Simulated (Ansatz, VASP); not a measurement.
# Ga3W in VASP and in Ansatz

INCAR

```
PREC = Accurate ; ENCUT = 600
EDIFF = 1E-6 ; ISMEAR = 0
SIGMA = 0.1 ; LREAL = False
LASPH = True ; NELM = 60
ALGO = Normal ; ISIF = 3
LWAVE = False ; LCHARG = False
GGA = PE ; IBRION = 2
NSW = 90 ; EDIFFG = -0.04
```

The input KPOINTS:

```
Automatic mesh
0
Gamma
  6 6 2
```

Contents of POSCAR:

```
Ga3W
1.0
    2.6682131900      0.0000000000      0.0000000000
    0.0000000000      2.6682131900      0.0000000000
    0.0000000000      0.0000000000     10.2916396800
Ga W
3 1
Direct
    0.0000000000      0.0000000000      0.2312210100
    0.0000000000      0.0000000000      0.5000000000
    0.0000000000      0.0000000000      0.7687789900
    0.0000000000      0.0000000000      0.0000000000
```

Input for Ansatz:

```yaml
crystal:
  lattice:
    - [2.66821319, 0.0, 0.0]
    - [0.0, 2.66821319, 0.0]
    - [0.0, 0.0, 10.29163968]
  atoms:
    - { symbol: Ga, position: [0.0, 0.0, 0.23122101] }
    - { symbol: Ga, position: [0.0, 0.0, 0.5] }
    - { symbol: Ga, position: [0.0, 0.0, 0.76877899] }
    - { symbol: W, position: [0.0, 0.0, 0.0] }
basis:
  ecutwfc: 420
kpoints:
  mp_grid: { grid: [6, 6, 2] }
hamiltonian:
  xc: pbe
scf:
  occupations: { method: gaussian, width: 0.1 }
  lower_state_search: "off"
output:
  forces: true
  stress: true
  eigenvalues: true
relax:
  adjacent_minimum: "off"
  f_tol: 0.04
  max_steps: 70
  cell: { stress_tol: 0.4 }
```

Change from the starting cell: species swapped into the Sb3Au type (P4/mmm, No. 123).

Alike in both runs: task relaxation of cell and atoms; functional PBE; k mesh 6 × 6 × 2; occupations gaussian, width 0.1 eV; no spin polarisation.

```csv
,VASP,Ansatz
version,VASP 6.6.1,Ansatz 0.2.0
potentials or method,"VASP PAW PBE potentials, release 64 (Ga_d, W_sv), cutoff 600 eV","scalar-relativistic, plane waves, PAW"
valence electrons in the cell,53,53
```

Ansatz gave:

- gap on the k mesh at the Fermi level, each at its own relaxed structure (eV): none
- relaxed volume (Å³/atom): 19.05
- relaxed cell length with the largest relative difference (Å): 10.939

Problem. What did VASP give for the same quantities?

Solution. gap on the k mesh at the Fermi level, each at its own relaxed structure (eV): none; relaxed volume (Å³/atom): 19.05; relaxed cell length with the largest relative difference (Å): 10.944.

A gap of «none» marks a metal or a gap that the smearing closes.

The k mesh is coarse, so the values compare programs but aren't converged. Spin-orbit coupling is off throughout.
